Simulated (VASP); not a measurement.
Wanted: the native input for a VASP 6.6.1 run.

* Task: relaxation of cell and atoms
* Functional: PBE
* Potentials or basis: VASP PAW PBE potentials, release 64 (B, N)
* Cutoff: 600 eV
* k mesh: 8 × 8 × 8
* Occupations: gaussian, width 0.1 eV
* Spin: no spin polarisation
* Dipole correction: no
* Further INCAR settings: ALGO = Normal; EDIFF = 1e-07; IBRION = 2; EDIFFG = -0.04; NSW = 60; ISIF = 3

The structure of BN lies in POSCAR:

```
BN
1.0
    0.0000000000      1.8075000000      1.8075000000
    1.8075000000      0.0000000000      1.8075000000
    1.8075000000      1.8075000000      0.0000000000
B N
1 1
Direct
    0.0000000000      0.0000000000      0.0000000000
    0.7500000000      0.7500000000      0.7500000000
```

One way to write it, as run:

INCAR

```
SYSTEM = BN
  PREC = Accurate
  ENCUT = 600
  EDIFF = 1E-7
  ISMEAR = 0
  SIGMA = 0.1
  LREAL = .False.
  LASPH = .True.
  NELM = 120
  ALGO = Normal
  ISIF = 3
  LWAVE = .False.
  LCHARG = .False.
  GGA = PE
  IBRION = 2
  NSW = 60
  EDIFFG = -0.04
  GGA_COMPAT = .False.
  NELMIN = 4
```

KPOINTS

```
regular mesh
0
Gamma
  8 8 8
  0 0 0
```

Potentials or basis: VASP PAW PBE potentials, release 64 (B, N).

Command:

```console
$ cat potpaw_PBE.64/B/POTCAR potpaw_PBE.64/N/POTCAR > POTCAR
$ mpirun -np 1 vasp_std > vasp.out
```

It gave:

```json
{"Relaxed volume": "5.95 Å³/atom", "Relaxed cell": "a = 2.563 Å, b = 2.563 Å, c = 2.563 Å, α = 60.00°, β = 60.00°, γ = 60.00°", "Space group after relaxing (to 0.05 Å)": "F-43m (No. 216)", "Energy gained by relaxing": "0.4 meV/atom", "Ionic steps": "3", "Pressure after relaxing": "0.0 GPa", "Band gap on the k mesh": "4.45 eV, indirect (least direct gap 8.78 eV)"}
```

Wall time 13 s on 1 thread of AMD EPYC 7R43 64-Core Processor (Zen 3), with other jobs on the host, peak memory 0.08 GiB.
